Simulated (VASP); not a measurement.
Crystal: AlSiN.

```xyz
3
Lattice="3.3424 0.0000 0.0000 0.0000 3.3654 0.0000 0.0000 0.0000 3.3912" Properties=species:S:1:pos:R:3 pbc="T T T"
Al    1.6712    1.6827    0.0000
Si    0.0000    0.0000    0.0000
N     1.6712    1.6827    1.6956
```

| Quantity | Value |
| --- | --- |
| Program | VASP 6.6.1 |
| Task | relaxation of cell and atoms |
| Functional | PBE |
| Potentials or basis | VASP PAW PBE potentials, release 64 (Al, Si, N) |
| Cutoff | 600 eV |
| k mesh | 6 × 6 × 6 |
| Occupations | gaussian, width 0.1 eV |
| Spin | no spin polarisation |

At the start: pressure 32.7 GPa; volume 12.72 Å³/atom.

Problem. Where does the relaxation end?

Solution. Over 7 steps the energy falls by 283.9 meV/atom and the volume is 16.45 Å³/atom (+29.4 %); space group P4/mmm (No. 123, to 0.05 Å).

The path:
```
step  energy change (eV)  largest force (eV/Å)  pressure (GPa)  volume (Å³)
   1              0.0000                0.0000           32.71        38.15
   2             -0.3420                0.0000          -10.82        54.32
   3             -0.7128                0.0000            1.10        46.37
   4             -0.8510                0.0000            0.31        48.79
   5             -0.8518                0.0000            0.33        48.99
   6             -0.8517                0.0000            0.33        49.04
   7             -0.8518                0.0000           -0.27        49.35
```

Final structure:
```cif
data_structure
_symmetry_space_group_name_H-M 'P 1'
_symmetry_Int_Tables_number 1
_cell_length_a 3.7086
_cell_length_b 3.7368
_cell_length_c 3.5607
_cell_angle_alpha 90.000
_cell_angle_beta 90.000
_cell_angle_gamma 90.000
_cell_volume 49.35
loop_
_atom_site_label
_atom_site_type_symbol
_atom_site_fract_x
_atom_site_fract_y
_atom_site_fract_z
_atom_site_occupancy
Al1 Al 0.50000 0.50000 0.00000 1
Si1 Si 0.00000 0.00000 0.00000 1
N1 N 0.50000 0.50000 0.50000 1
```

Caveat: the volume moved by over 15 % at a fixed basis, so the end points are rough.
